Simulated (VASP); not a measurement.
# Si2C (P4/mmm) in VASP: further runs

Runs on Si2C. Level: PBE. Tasks: single point, relaxation of cell and atoms.

Everything below comes from runs of VASP 6.6.1. Logs are shortened: lines on timing, memory, paths and dates and some standing lists are left out, and cuts for length are marked.

### Step 1. The cell of the first run

It takes space group P4/mmm (No. 123, tetragonal). The conventional cell has a = 3.950 Å, b = 3.950 Å, c = 4.828 Å, α = 90.00°, β = 90.00°, γ = 90.00°. Si (site symmetry 2mm) has 2 C at 2.03 Å and 2 Si at 2.36 to 2.47 Å within 2.7 Å. Within 2.0 Å of C (site symmetry 4mm) lie 1 C at 1.51 Å.

### Step 2. Single point, PBE

INCAR reads:

```
PREC = Accurate ; ENCUT = 520
EDIFF = 1E-6 ; ISMEAR = 0
SIGMA = 0.1 ; LREAL = F
LASPH = T ; NELM = 60
ALGO = Normal ; ISIF = 2
LWAVE = F ; LCHARG = T
GGA = PE ; LELF = T
LVHAR = T ; NBANDS = 21
```

KPOINTS reads:

```
regular mesh
0
Gamma
  4 4 4
```

POSCAR reads:

```
Si2C
1.0
    3.9495047698      0.0000000000      0.0000000000
    0.0000000000      3.9495047698      0.0000000000
    0.0000000000      0.0000000000      4.8281492350
Si C
4 2
Direct
    0.5000000000      0.0000000000      0.2559650400
    0.0000000000      0.5000000000      0.2559650400
    0.5000000000      0.0000000000      0.7440349600
    0.0000000000      0.5000000000      0.7440349600
    0.5000000000      0.5000000000      0.1567390038
    0.5000000000      0.5000000000      0.8432609962
```

Potentials or basis: VASP PAW PBE potentials, release 64 (Si, C).

Command:

```console
$ cat potpaw_PBE.64/Si/POTCAR potpaw_PBE.64/C/POTCAR > POTCAR
$ mpirun -np 1 vasp_std > vasp.out
```

OUTCAR:

```text
PREC = Accurate
   ENCUT = 520
   EDIFF = 1E-6
   ISMEAR = 0
   LREAL = F
   LASPH = T
   NELM = 60
   ISIF = 2
   GGA = PE

 ion  position               nearest neighbor table
   1  0.500  0.000  0.256-   5 2.03   5 2.03   3 2.36   3 2.47   2 2.79   2 2.79   2 2.79   2 2.79

   2  0.000  0.500  0.256-   5 2.03   5 2.03   4 2.36   4 2.47   1 2.79   1 2.79   1 2.79   1 2.79

   3  0.500  0.000  0.744-   6 2.03   6 2.03   1 2.36   1 2.47   4 2.79   4 2.79   4 2.79   4 2.79

   4  0.000  0.500  0.744-   6 2.03   6 2.03   2 2.36   2 2.47   3 2.79   3 2.79   3 2.79   3 2.79

   5  0.500  0.500  0.157-   6 1.51   2 2.03   1 2.03   1 2.03   2 2.03
   6  0.500  0.500  0.843-   5 1.51   4 2.03   3 2.03   3 2.03   4 2.03

  LATTYP: Found a simple tetragonal cell.
 ALAT       =     3.9495047698
 C/A-ratio  =     1.2224695288

  Lattice vectors:

 A1 = (   3.9495047698,   0.0000000000,   0.0000000000)
 A2 = (   0.0000000000,   3.9495047698,   0.0000000000)
 A3 = (   0.0000000000,   0.0000000000,   4.8281492350)

Analysis of symmetry for initial positions (statically):
=====================================================================
 Subroutine PRICEL returns:
 Original cell was already a primitive cell.

 Routine SETGRP: Setting up the symmetry group for a
 simple tetragonal supercell.

 Subroutine GETGRP returns: Found 16 space group operations
 (whereof 16 operations were pure point group operations)
 out of a pool of 16 trial point group operations.

The static configuration has the point symmetry D_4h.

Analysis of symmetry for dynamics (positions and initial velocities):
=====================================================================
 Subroutine PRICEL returns:
 Original cell was already a primitive cell.

 Routine SETGRP: Setting up the symmetry group for a
 simple tetragonal supercell.

 Subroutine GETGRP returns: Found 16 space group operations
 (whereof 16 operations were pure point group operations)
 out of a pool of 16 trial point group operations.

The dynamic configuration has the point symmetry D_4h.

 Subroutine INISYM returns: Found 16 space group operations
 (whereof 16 operations are pure point group operations),
 and found     1 'primitive' translations

----------------------------------------------------------------------------------------

                                     Primitive cell

  volume of cell :      75.3123

  direct lattice vectors                    reciprocal lattice vectors
     3.949504770  0.000000000  0.000000000     0.253196301  0.000000000  0.000000000
     0.000000000  3.949504770  0.000000000     0.000000000  0.253196301  0.000000000
     0.000000000  0.000000000  4.828149235     0.000000000  0.000000000  0.207118701

  length of vectors
     3.949504770  3.949504770  4.828149235     0.253196301  0.253196301  0.207118701

  position of ions in fractional coordinates (direct lattice)
     0.500000000  0.000000000  0.255965040
     0.000000000  0.500000000  0.255965040
     0.500000000  0.000000000  0.744034960
     0.000000000  0.500000000  0.744034960
     0.500000000  0.500000000  0.156739004
     0.500000000  0.500000000  0.843260996

  ion indices of the primitive-cell ions
   primitive index   ion index
                 1           1
                 2           2
                 3           3
                 4           4
                 5           5
                 6           6

----------------------------------------------------------------------------------------

 KPOINTS: regular mesh

Automatic generation of k-mesh.
 Grid dimensions read from file:
 generate k-points for:    4    4    4

 Generating k-lattice:

  Cartesian coordinates                     Fractional coordinates (reciprocal lattice)
     0.063299075  0.000000000  0.000000000     0.250000000  0.000000000  0.000000000
     0.000000000  0.063299075  0.000000000     0.000000000  0.250000000  0.000000000
     0.000000000  0.000000000  0.051779675     0.000000000  0.000000000  0.250000000

  Length of vectors
     0.063299075  0.063299075  0.051779675

  Shift w.r.t. Gamma in fractional coordinates (k-lattice)
     0.000000000  0.000000000  0.000000000

 Subroutine IBZKPT returns following result:
 ===========================================

 Found     18 irreducible k-points:

 Following reciprocal coordinates:
            Coordinates               Weight
  0.000000  0.000000  0.000000      1.000000
  0.250000  0.000000  0.000000      4.000000
  0.500000  0.000000  0.000000      2.000000
  0.250000  0.250000  0.000000      4.000000
  0.500000  0.250000  0.000000      4.000000
  0.500000  0.500000  0.000000      1.000000
[... 10 lines left out ...]
  0.500000  0.250000  0.500000      4.000000
  0.500000  0.500000  0.500000      1.000000
   k-points           NKPTS =     18   k-points in BZ     NKDIM =     18   number of bands    NBANDS=     21
   number of dos      NEDOS =    301   number of ions     NIONS =      6
[... 98 lines left out ...]
      1      -7.4165      2.00000
      2      -3.1197      2.00000
      3      -1.8565      2.00000
      4      -0.0196      2.00000
      5       1.5513      2.00000
      6       2.0956      2.00000
[... 13 lines left out ...]
     20      15.2579      0.00000
     21      16.0176      0.00000

 k-point     4 :       0.2500    0.2500    0.0000
  band No.  band energies     occupation
      1      -7.5130      2.00000
      2      -1.9726      2.00000
      3      -1.8825      2.00000
      4      -1.3862      2.00000
      5       0.9502      2.00000
      6       3.5824      2.00000
[... 13 lines left out ...]
     20      15.3271      0.00000
     21      15.7904      0.00000

 k-point     5 :       0.5000    0.2500    0.0000
  band No.  band energies     occupation
      1      -7.1329      2.00000
      2      -2.8198      2.00000
      3      -1.5572      2.00000
      4      -1.3027      2.00000
      5       1.4269      2.00000
      6       2.4233      2.00000
[... 13 lines left out ...]
     20      17.3282      0.00000
     21      17.4017      0.00000

 k-point     6 :       0.5000    0.5000    0.0000
  band No.  band energies     occupation
      1      -6.7698      2.00000
      2      -2.4390      2.00000
      3      -2.4390      2.00000
      4      -1.1656      2.00000
      5       1.9937      2.00000
      6       2.5009      2.00000
[... 13 lines left out ...]
     20      15.6512      0.00000
     21      17.8292      0.00000

 k-point     7 :       0.0000    0.0000    0.2500
  band No.  band energies     occupation
      1      -7.9391      2.00000
      2      -3.8817      2.00000
      3       0.3267      2.00000
      4       1.2455      2.00000
      5       1.2455      2.00000
      6       2.7908      2.00000
[... 13 lines left out ...]
     20      14.3087      0.00000
     21      14.3087      0.00000
[... 147 lines left out ...]
      1      -7.4694      2.00000
      2      -4.1982      2.00000
      3      -0.8862      2.00000
      4       0.6706      2.00000
      5       1.6798      2.00000
      6       2.4912      2.00000
[... 13 lines left out ...]
     20      15.1398      0.00000
     21      16.4752      0.00000

 k-point    15 :       0.5000    0.0000    0.5000
  band No.  band energies     occupation
      1      -7.1507      2.00000
      2      -3.4628      2.00000
      3      -2.1184      2.00000
      4      -1.0269      2.00000
      5       1.8939      2.00000
      6       2.7540      2.00000
[... 13 lines left out ...]
     20      14.8603      0.00000
     21      15.3538      0.00000

 k-point    16 :       0.2500    0.2500    0.5000
  band No.  band energies     occupation
      1      -7.2162      2.00000
      2      -3.7551      2.00000
      3      -0.7304      2.00000
      4      -0.5378      2.00000
      5       0.8866      2.00000
      6       1.1441      2.00000
[... 13 lines left out ...]
     20      14.2570      0.00000
     21      17.2831      0.00000

 k-point    17 :       0.5000    0.2500    0.5000
  band No.  band energies     occupation
      1      -6.9054      2.00000
      2      -3.0156      2.00000
      3      -1.8558      2.00000
      4      -0.6712      2.00000
      5      -0.3420      2.00000
      6       1.4862      2.00000
[... 13 lines left out ...]
     20      15.0147      0.00000
     21      15.6612      0.00000

 k-point    18 :       0.5000    0.5000    0.5000
  band No.  band energies     occupation
      1      -6.6057      2.00000
      2      -2.2394      2.00000
      3      -1.5357      2.00000
      4      -1.5357      2.00000
      5      -0.1836      2.00000
      6      -0.1836      2.00000
[... 13 lines left out ...]
     20      16.2902      0.00000
     21      16.2903      0.00000

------------------------ aborting loop because EDIFF is reached ----------------------------------------

  FORCE on cell =-STRESS in cart. coord.  units (eV):
  Direction    XX          YY          ZZ          XY          YZ          ZX
  --------------------------------------------------------------------------------------
  -------------------------------------------------------------------------------------
  Total       -0.1177016     -0.1177016      0.0010958      0.0000000     -0.0000000      0.0000000
  in kB       -2.5039570     -2.5039570      0.0233116      0.0000000     -0.0000000      0.0000000
  external PRESSURE =      -1.6615341 kB  Pullay stress =       0.0000000 kB

 VOLUME and BASIS-vectors are now :
 -----------------------------------------------------------------------------
  energy-cutoff  :      520.00
  volume of cell :       75.31
      direct lattice vectors                 reciprocal lattice vectors
     3.949504770  0.000000000  0.000000000     0.253196301  0.000000000  0.000000000
     0.000000000  3.949504770  0.000000000     0.000000000  0.253196301  0.000000000
     0.000000000  0.000000000  4.828149235     0.000000000  0.000000000  0.207118701

 POSITION                                       TOTAL-FORCE (eV/Angst)
 -----------------------------------------------------------------------------------
      1.97475      0.00000      1.23584         0.000000     -0.000000      0.022143
      0.00000      1.97475      1.23584        -0.000000      0.000000      0.022143
      1.97475      0.00000      3.59231         0.000000     -0.000000     -0.022143
      0.00000      1.97475      3.59231        -0.000000      0.000000     -0.022143
      1.97475      1.97475      0.75676        -0.000000     -0.000000      0.033348
      1.97475      1.97475      4.07139        -0.000000      0.000000     -0.033348
 -----------------------------------------------------------------------------------
    total drift:                                0.000000      0.000000      0.000000

  FREE ENERGIE OF THE ION-ELECTRON SYSTEM (eV)
  ---------------------------------------------------
  free  energy   TOTEN  =       -35.5446827750 eV

  energy  without entropy=      -35.5365860560  energy(sigma->0) =      -35.54063442
```

Wall time 24 s (1 thread of AMD EPYC 7R43 (Zen 3), shared host); peak memory 0.14 GiB.

Results:

| Quantity | Value |
| --- | --- |
| Free energy | -35.5447 eV |
| Pressure | -0.2 GPa |
| Largest force | 0.033 eV/Å |
| Band gap on the k mesh | zero (band 12 reaches 10.40 eV, above the bottom of band 13 at 7.48 eV) |

Forces in eV/Å, atoms in the order of the input:
```
Si   0.000  0.000  0.022
Si   0.000  0.000  0.022
Si   0.000  0.000 -0.022
Si   0.000  0.000 -0.022
C    0.000  0.000  0.033
C    0.000  0.000 -0.033
```

Stress tensor (GPa, compression positive):
```
-0.25  0.00  0.00
 0.00 -0.25  0.00
 0.00  0.00  0.00
```

Levels at points of the mesh, in eV from the Fermi level:
```
           k point  band 10  band 11  band 12  band 13  band 14  band 15
(0.00, 0.00, 0.00)    -2.22    -1.47    -0.83     0.63     0.63     0.98
(0.50, 0.00, 0.00)    -1.84    -1.50    -1.02     0.86     1.50     2.73
(0.50, 0.50, 0.00)    -4.52    -1.61     1.62     1.62     1.84     5.23
(0.00, 0.00, 0.50)    -4.74    -3.66     0.69     2.73     2.73     2.82
(0.50, 0.00, 0.50)    -0.61    -0.45    -0.14    -0.10     0.55     1.69
(0.50, 0.50, 0.50)    -0.34    -0.34     1.75     1.75     2.48     3.49
```

Caveat: the k points lie up to 0.40 Å⁻¹ apart.

### Step 3. Relaxation of cell and atoms, PBE

This run uses another cell than the first one, of 15.48 Å³/atom, 1.233 times its volume.

INCAR reads:

```
PREC = Accurate
ENCUT = 600
EDIFF = 1E-6
ISMEAR = 0
SIGMA = 0.1
LREAL = False
LASPH = True
NELM = 100
ALGO = Normal
ISIF = 3
LWAVE = False
LCHARG = False
GGA = PE
IBRION = 2
NSW = 90
EDIFFG = -0.04
```

KPOINTS is that of step 2.

POSCAR reads:

```
Si2C
1.0
    4.5365899537      0.0000000000      0.0000000000
    0.0000000000      4.5365899537      0.0000000000
    0.0000000000      0.0000000000      4.5133446567
Si C
4 2
Direct
    0.5000000000      0.0000000000      0.2500000000
    0.0000000000      0.5000000000      0.2500000000
    0.5000000000      0.0000000000      0.7500000000
    0.0000000000      0.5000000000      0.7500000000
    0.5000000000      0.5000000000      0.2465843730
    0.5000000000      0.5000000000      0.7534156270
```

Potentials or basis: VASP PAW PBE potentials, release 64 (Si, C).

Command:

```console
$ cat potpaw_PBE.64/Si/POTCAR potpaw_PBE.64/C/POTCAR > POTCAR
$ mpirun -np 1 vasp_std > vasp.out
```

Wall time 2.3 min (1 thread of Intel Xeon 6975P-C (Granite Rapids), shared host); peak memory 0.21 GiB.

It converged, with:

```yaml
Free_energy: -35.5552 eV
Relaxed_volume: 12.54 Å³/atom
Relaxed_cell: a = 3.947 Å, b = 3.947 Å, c = 4.827 Å, α = 90.00°, β = 90.00°, γ = 90.00°
Space_group_after_relaxing_to_0.05_Å: P4/mmm (No. 123)
Energy_gained_by_relaxing: 666.1 meV/atom
Ionic_steps: 21
Pressure_after_relaxing: -0.1 GPa
Largest_force_after_relaxing: 0.005 eV/Å
Band_gap_on_the_k_mesh: zero (band 12 reaches 10.43 eV, above the bottom of band 13 at 7.49 eV)
```

Forces on the atoms (eV/Å):
```
Si   0.000  0.000 -0.004
Si   0.000  0.000 -0.004
Si   0.000  0.000  0.004
Si   0.000  0.000  0.004
C    0.000  0.000  0.005
C    0.000  0.000 -0.005
```

The path:
```csv
step,energy change (eV),largest force (eV/Å),pressure (GPa),volume (Å³)
1,0.0000,0.1833,-12.31,92.89
2,-1.8011,1.4001,-2.29,77.50
3,-1.9472,0.9496,3.66,73.87
4,-1.9504,0.8452,5.23,73.10
5,-2.0854,1.2904,0.30,75.01
6,-2.0903,1.1791,0.92,74.65
7,-2.3812,2.4625,-2.03,76.11
8,-3.0432,3.2522,-5.59,78.52
9,-3.5963,1.0199,-8.73,83.50
10,-3.6501,1.8540,-9.50,81.49
11,-3.6889,1.1297,-9.74,82.17
12,-3.7359,0.8674,-8.79,81.98
13,-3.7398,0.8707,-8.36,81.91
14,-3.7841,0.7971,-7.67,81.27
15,-3.8919,0.5545,-5.46,79.38
16,-3.9897,0.1729,-0.94,75.69
17,-3.9901,0.1941,-0.47,75.40
18,-3.9946,0.0132,-0.09,75.23
19,-3.9955,0.1447,0.22,75.12
20,-3.9962,0.0962,0.13,75.15
21,-3.9967,0.0048,-0.06,75.21
```

Final structure:
```yaml
crystal:
  lattice:
    - [3.94735, 0.00000, 0.00000]
    - [0.00000, 3.94735, 0.00000]
    - [0.00000, 0.00000, 4.82685]
  atoms:
    - { symbol: Si, position: [0.50000, 0.00000, 0.25613] }
    - { symbol: Si, position: [0.00000, 0.50000, 0.25613] }
    - { symbol: Si, position: [0.50000, 0.00000, 0.74387] }
    - { symbol: Si, position: [0.00000, 0.50000, 0.74387] }
    - { symbol: C, position: [0.50000, 0.50000, 0.15687] }
    - { symbol: C, position: [0.50000, 0.50000, 0.84313] }
```

Levels at points of the mesh, in eV from the Fermi level:
```tsv
k point	band 9	band 10	band 11	band 12	band 13	band 14	band 15	band 16
(0.00, 0.00, 0.00)	-3.43	-2.22	-1.47	-0.83	0.63	0.63	0.99	4.11
(0.50, 0.00, 0.00)	-2.97	-1.83	-1.51	-1.02	0.87	1.51	2.73	2.84
(0.50, 0.50, 0.00)	-4.53	-4.53	-1.61	1.63	1.63	1.84	5.24	5.33
(0.00, 0.00, 0.50)	-4.76	-4.76	-3.66	0.68	2.73	2.73	2.83	2.83
(0.50, 0.00, 0.50)	-3.54	-0.62	-0.45	-0.14	-0.10	0.55	1.70	2.29
(0.50, 0.50, 0.50)	-4.65	-0.35	-0.35	1.76	1.76	2.47	3.50	3.50
```

Caveat: the volume moved by over 15 % at a fixed basis, so the end points are rough.

### Step 4. Single point, PBE

This run uses another cell than the first one, of 12.58 Å³/atom, 1.002 times its volume.

INCAR reads:

```
SYSTEM = Si2C
ALGO = Normal
EDIFF = 1E-7
ENCUT = 520
GGA = PE
ISIF = 2
ISMEAR = 0
LASPH = .True.
LCHARG = .False.
LREAL = .False.
LWAVE = .False.
NBANDS = 21
NELM = 60
PREC = Accurate
SIGMA = 0.1
```

KPOINTS reads:

```
k-points
0
Gamma
  10 10 8
  0 0 0
```

POSCAR reads:

```
Si2C
1.0
    3.9382930270      0.0000000000      0.0000000000
    0.0000000000      3.9382930270      0.0000000000
    0.0000000000      0.0000000000      4.8657238018
Si C
4 2
Direct
    0.5000000000      0.0000000000      0.2585472275
    0.0000000000      0.5000000000      0.2585472275
    0.5000000000      0.0000000000      0.7414527725
    0.0000000000      0.5000000000      0.7414527725
    0.5000000000      0.5000000000      0.1550803116
    0.5000000000      0.5000000000      0.8449196884
```

Command:

```console
$ cat potpaw_PBE.64/Si/POTCAR potpaw_PBE.64/C/POTCAR > POTCAR
$ mpirun -np 1 vasp_std > vasp.out
```

It took 71 s on 1 thread of Intel Xeon 6975P-C (Granite Rapids), shared host; peak memory 0.25 GiB.

It converged, with:

| Item | Value |
| --- | --- |
| Free energy | -35.4145 eV |
| Pressure | 0.0 GPa |
| Largest force | 0.033 eV/Å |
| Band gap on the k mesh | zero (band 12 reaches 10.52 eV, above the bottom of band 13 at 7.90 eV) |

Forces in eV/Å, atoms in the order of the input:
```
Si   0.000  0.000  0.010
Si   0.000  0.000  0.010
Si   0.000  0.000 -0.010
Si   0.000  0.000 -0.010
C    0.000  0.000  0.033
C    0.000  0.000 -0.033
```

Levels at points of the mesh, in eV from the Fermi level:
```tsv
k point	band 8	band 9	band 10	band 11	band 12	band 13	band 14	band 15	band 16	band 17
(0.00, 0.00, 0.00)	-3.82	-3.82	-2.67	-1.74	-1.23	0.27	0.27	0.57	3.84	3.84
(0.50, 0.00, 0.00)	-4.60	-3.35	-2.22	-1.77	-1.27	0.47	1.29	2.35	2.47	3.21
(0.50, 0.50, 0.00)	-6.21	-4.90	-4.90	-2.02	1.42	1.42	1.51	4.74	5.02	5.46
(0.00, 0.00, 0.50)	-5.11	-5.07	-4.96	-3.98	0.24	2.37	2.37	2.58	2.58	2.98
(0.50, 0.00, 0.50)	-4.35	-3.82	-1.09	-0.76	-0.48	-0.34	0.24	1.49	1.81	3.73
(0.50, 0.50, 0.50)	-5.13	-4.92	-0.81	-0.81	1.55	1.55	1.93	3.06	3.06	5.96
```

### Step 5. Summary

| task | cell | k mesh | cutoff (eV) | gap on the mesh (eV) | pressure (GPa) | largest force (eV/Å) |
| --- | --- | --- | --- | --- | --- | --- |
| single point | a = 3.950, b = 3.950, c = 4.828 Å, 6 atoms | 4 × 4 × 4 | 520 | none | -0.2 | 0.03 |
| relaxation of cell and atoms | relaxed from a = 4.537, b = 4.537, c = 4.513 Å, 6 atoms | 4 × 4 × 4 | 600 | none | -0.1 | - |
| single point | a = 3.938, b = 3.938, c = 4.866 Å, 6 atoms | 10 × 10 × 8 | 520 | none | 0.0 | 0.03 |

Alike in all rows: level PBE; potentials or basis VASP PAW PBE potentials, release 64 (Si, C); no spin polarisation; smearing gaussian 0.1 eV.

Caveats: some runs use coarse meshes; the volume moved by over 15 % at a fixed basis, so the end points are rough (some runs).

Absolute energies hang on the potentials; compare differences alone.
